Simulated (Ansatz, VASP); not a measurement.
# Zr in VASP and in Ansatz

```xyz
1
Lattice="2.3098 0.0000 0.0000 0.0000 2.3098 0.0000 0.0000 0.0000 2.3098" Properties=species:S:1:pos:R:3 pbc="T T T"
Zr    0.0000    0.0000    0.0000
```

Change from the starting cell: volume scaled by 0.52, PAW files.

Alike in both runs: task single point; functional PBEsol; k mesh 13 × 13 × 13; occupations fermi-dirac, width 0.1 eV; no spin polarisation.

|  | VASP | Ansatz |
| --- | --- | --- |
| version | VASP 6.6.1 | Ansatz 0.2.0 |
| potentials or method | VASP PAW PBE potentials, release 64 (Zr_sv) | PAW with Ansatz's default frozen-core files, scalar-relativistic |
| plane-wave cutoff (eV) | 520 | 420 |
| valence electrons in the cell | 12 | 12 |

```tsv
	VASP	Ansatz	Ansatz less VASP
pressure (GPa)	175.2	172.6	-2.66
```

VASP's potentials were made for PBE, not for PBEsol. Both programs put the cell under a high pressure, so it lies far from rest at this level. The functional is the same, so the differences come from potentials, cutoffs and numerics.

Noted on VASP's run: the cell as given lies far from equilibrium.
